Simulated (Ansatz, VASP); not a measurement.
**MgO: VASP beside Ansatz**

Contents of POSCAR:

```
MgO
1.0
    0.0000000000      2.0313250000      2.0313250000
    2.0313250000      0.0000000000      2.0313250000
    2.0313250000      2.0313250000      0.0000000000
Mg O
1 1
Direct
    0.0000000000      0.0000000000      0.0000000000
    0.5250000000      0.5000000000      0.4850000000
```

Contents of INCAR.step1:

```
ALGO = Normal
EDIFF = 1E-5
ENCUT = 520
GGA = PE
GGA_COMPAT = F
ISIF = 2
ISMEAR = 0
LASPH = T
LREAL = F
LWAVE = T
NBANDS = 11
NELM = 120
PREC = Accurate
SIGMA = 0.01
```

File INCAR.step2:

```
AEXX = 1.0
AGGAC = 0.0
ALDAC = 0.0
ALGO = Normal
EDIFF = 1E-6
ENCUT = 520
GGA = PE
GGA_COMPAT = F
ISIF = 2
ISMEAR = 0
ISTART = 1
LASPH = T
LCHARG = T
LELF = T
LHFCALC = T
LREAL = F
LVHAR = T
LWAVE = F
NBANDS = 11
NELM = 120
PREC = Accurate
PRECFOCK = Normal
SIGMA = 0.01
```

Contents of KPOINTS:

```
k-points
0
Gamma
  3 3 3
```

Input for Ansatz:

```yaml
crystal:
  lattice:
    - [0.0, 2.031325, 2.031325]
    - [2.031325, 0.0, 2.031325]
    - [2.031325, 2.031325, 0.0]
  atoms:
    - { symbol: Mg, position: [0, 0, 0] }
    - { symbol: O, position: [0.525, 0.5, 0.485] }
basis:
  precision: f64
  xc_grid: 2
kpoints:
  mp_grid: { grid: [3, 3, 3], shift: [0, 0, 0] }
hamiltonian:
  xc: hf
  dispersion: none
  pseudopotentials: { kind: all_electron, nuclear_model: gaussian }
magnetization:
  spin_polarized: false
scf:
  lower_state_search: "off"
  max_iter: 200
  occupations: { method: fixed }
  convergence: { dr2_threshold: "1e-10 eV" }
  exx: { energy_threshold: "3e-8 eV" }
output:
  forces: true
  stress: true
  eigenvalues: true
```

Alike in both runs: task single point; functional HF; k mesh 3 × 3 × 3; no spin polarisation.

|  | VASP | Ansatz |
| --- | --- | --- |
| version | VASP 6.6.1 | Ansatz 0.2.0-dev |
| potentials or method | VASP PAW PBE potentials, release 64 (Mg, O), cutoff 520 eV | all-electron datasets in plane waves (scalar-relativistic |
| occupations | gaussian, width 0.01 eV | fixed |

|  | VASP | Ansatz | Ansatz less VASP |
| --- | --- | --- | --- |
| gap on the k mesh at the Fermi level (eV) | 17.38 | 17.32 | -0.060 |
| rms of the force components (eV/Å) | 0.322 | 0.310 | -0.0126 |

VASP's potentials were made for PBE, not for HF. Atom by atom the forces differ by 0.013 eV/Å (rms over components). Ansatz ran all-electron here, and VASP with PAW potentials.

The k mesh is coarse, so the values compare programs but aren't converged.
